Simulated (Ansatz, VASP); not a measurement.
Two plane-wave programs on SrGa3

File INCAR:

```
SYSTEM = SrGa3
ALGO = Fast ; EDIFF = 1E-6
ENCUT = 520 ; GGA = PE
ISIF = 2 ; ISMEAR = 0
LASPH = .TRUE. ; LCHARG = .TRUE.
LELF = .TRUE. ; LREAL = .FALSE.
LVHAR = .TRUE. ; LWAVE = .FALSE.
NBANDS = 32 ; NELM = 80
PREC = Accurate ; SIGMA = 0.05
```

The input KPOINTS:

```
k-points
0
G
  8 8 8
  0 0 0
```

Contents of POSCAR:

```
SrGa3
1.0
    4.5284779453      0.0000000000      0.0000000000
    0.0000000000      4.5284779453      0.0000000000
    0.0000000000      0.0000000000      4.4831931658
Sr Ga
1 3
Direct
    0.0000000000      0.0000000000      0.0000000000
    0.0000000000      0.5000000000      0.5000000000
    0.5000000000      0.5000000000      0.0000000000
    0.5000000000      0.0000000000      0.5000000000
```

Input for Ansatz:

```yaml
crystal:
  lattice:
    - [4.5284779453, 0.0, 0.0]
    - [0.0, 4.5284779453, 0.0]
    - [0.0, 0.0, 4.4831931658]
  atoms:
    - { symbol: Sr, position: [0.0, 0.0, 0.0] }
    - { symbol: Ga, position: [0.0, 0.5, 0.5] }
    - { symbol: Ga, position: [0.5, 0.5, 0.0] }
    - { symbol: Ga, position: [0.5, 0.0, 0.5] }
basis:
  ecutwfc: 420
  ecutrho_ratio: 4
kpoints:
  mp_grid: { grid: [8, 8, 8] }
hamiltonian:
  xc: pbe
scf:
  occupations: { method: gaussian, width: 0.05 }
output:
  forces: true
  stress: true
  eigenvalues: true
```

Change from the starting cell: strain e3 = -0.01, atoms carried along.

Alike in both runs: task single point; functional PBE; k mesh 8 × 8 × 8; occupations gaussian, width 0.05 eV; no spin polarisation.

|  | VASP | Ansatz |
| --- | --- | --- |
| version | VASP 6.6.1 | Ansatz 0.2.0 |
| potentials or method | VASP PAW PBE potentials, release 64 (Sr_sv, Ga_d), cutoff 520 eV | scalar-relativistic, plane waves, PAW |
| valence electrons in the cell | 49 | 49 |

Ansatz gave:

| Quantity | Value |
| --- | --- |
| gap on the k mesh at the Fermi level (eV) | none |
| pressure (GPa) | 0.4 |
| traceless stress, the component that is largest in VASP (GPa) | 0.30 |

Problem. Which values does VASP return?

Solution. gap on the k mesh at the Fermi level (eV): none; pressure (GPa): 0.5; traceless stress, the component that is largest in VASP (GPa): 0.30.

A gap of «none» marks a metal or a gap that the smearing closes. The functional is the same, so the differences come from potentials, cutoffs and numerics.
